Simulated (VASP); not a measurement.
# TiO2 (Rutile): single point with PBE

Crystal: TiO2 (Rutile).

```
Ti O
1.0
     4.59400    0.00000    0.00000
     0.00000    4.59400    0.00000
     0.00000    0.00000    2.98859
Ti O
2 4
Direct
  0.00000 0.00000 0.00000
  0.50000 0.50000 0.50000
  0.30443 0.30443 0.00000
  0.19557 0.80443 0.50000
  0.69557 0.69557 0.00000
  0.80443 0.19557 0.50000
```

This cell differs from its parent crystal: z stretched by +1 %, then relaxed in part.

```
Program                : VASP 6.6.1
Task                   : single point
Functional             : PBE
Potentials or basis    : VASP PAW PBE potentials, release 64 (Ti_sv, O)
Cutoff                 : 520 eV
k mesh                 : 7 × 7 × 10
Occupations            : fermi-dirac, width 0.02 eV
Spin                   : no spin polarisation
Dipole correction      : no
Further INCAR settings : ALGO = Normal; EDIFF = 1e-06; NBANDS = 33
```

The pressure is 2.7 GPa, the largest force is 0.006 eV/Å and the band gap on the k mesh is 1.81 eV, direct.

Forces on the atoms (eV/Å):
```
Ti   0.000  0.000  0.000
Ti   0.000  0.000  0.000
O    0.004  0.004  0.000
O   -0.004  0.004  0.000
O   -0.004 -0.004  0.000
O    0.004 -0.004  0.000
```

Stress tensor (GPa, compression positive):
```
4.01 0.00 0.00
0.00 4.01 0.00
0.00 0.00 0.17
```

Levels at points of the mesh, in eV from the valence-band top:
```csv
k point,band 20,band 21,band 22,band 23,band 24,band 25,band 26,band 27,band 28,band 29
"(0.00, 0.00, 0.00)",-2.07,-0.76,-0.46,-0.46,0.00,1.81,2.11,2.29,2.39,2.39
"(0.00, 0.00, 0.50)",-2.72,-2.39,-2.39,-1.42,-1.42,2.90,2.90,3.00,3.00,3.58
```

Wall time 100 s on 1 thread of Intel(R) Xeon(R) Platinum 8488C (Sapphire Rapids) (shared host), peak memory 0.23 GiB.

Caveat: the cell differs from its parent crystal (z stretched by +1 %, then relaxed in part). A k mesh can miss the band edges.
